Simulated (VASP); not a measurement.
Si, 1 atom in the cell. It takes space group P6/mmm (No. 191, hexagonal). Conventional cell: a = 2.524 Å, b = 2.524 Å, c = 2.378 Å, α = 90.00°, β = 90.00°, γ = 120.00°. Si (site symmetry 6/mmm) has 8 Si at 2.38 to 2.52 Å within 3.1 Å. 

```yaml
Program: VASP 6.6.1
Task: single point
Functional: r2SCAN
Potentials_or_basis: VASP PAW PBE potentials, release 64 (Si)
Cutoff: 520 eV
k_mesh: 6 × 6 × 6
Occupations: fermi-dirac, width 0.3 eV
Spin: no spin polarisation
Dipole_correction: no
Further_INCAR_settings: ALGO = Normal; EDIFF = 1e-07; NBANDS = 8
```

Potentials or basis: VASP PAW PBE potentials, release 64 (Si).

The run is started by

```console
$ cat potpaw_PBE.64/Si/POTCAR > POTCAR
$ cp INCAR.step1 INCAR
$ mpirun -np 1 vasp_std > vasp.out
$ cp INCAR.step2 INCAR
$ mpirun -np 1 vasp_std > vasp.out
```

Hardware: 1 thread of Intel(R) Xeon(R) Platinum 8559C (Emerald Rapids), on a shared host.

How long does it take, and how much memory?

Run time: 9.4 s on 1 thread of Intel(R) Xeon(R) Platinum 8559C (Emerald Rapids), on a shared host, peak memory 0.11 GiB. Counts: k points 28.
